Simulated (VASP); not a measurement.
Here is a VASP 6.6.1 calculation.

The input INCAR:

```
PREC = Accurate
ENCUT = 500
EDIFF = 1E-6
ISMEAR = -1
SIGMA = 0.02
LREAL = False
LASPH = True
NELM = 120
ALGO = Normal
ISIF = 2
LWAVE = False
LCHARG = True
GGA = PE
IVDW = 12
LELF = True
LVHAR = True
NBANDS = 21
GGA_COMPAT = False
```

KPOINTS

```
regular mesh
0
Gamma
  6 6 4
```

File POSCAR:

```
PbI2
1.0
    4.5574682466      0.0000000000      0.0000000000
   -2.2787341233      3.9468832785      0.0000000000
    0.0000000000      0.0000000000      6.9603351976
Pb I
1 2
Direct
    0.0000000000      0.0000000000      0.0000000000
    0.3333333333      0.6666666667      0.2712467613
    0.6666666667      0.3333333333      0.7287532387
```

Potentials or basis: VASP PAW PBE potentials, release 64 (Pb_d, I).

Run with:

```sh
$ cat potpaw_PBE.64/Pb_d/POTCAR potpaw_PBE.64/I/POTCAR > POTCAR
$ mpirun -np 1 vasp_std > vasp.out
```

(1) Estimate the largest force.

(2) What does it give for the band gap on the k mesh?

(3) Predict the pressure.

(4) Predict the dispersion energy per atom.

## Answers

(1) 0.003 eV/Å.

(2) 2.18 eV.

(3) 0.0 GPa.

(4) -0.304 eV.

Caveat: spin-orbit coupling is left out, which moves the levels of the heavy elements.
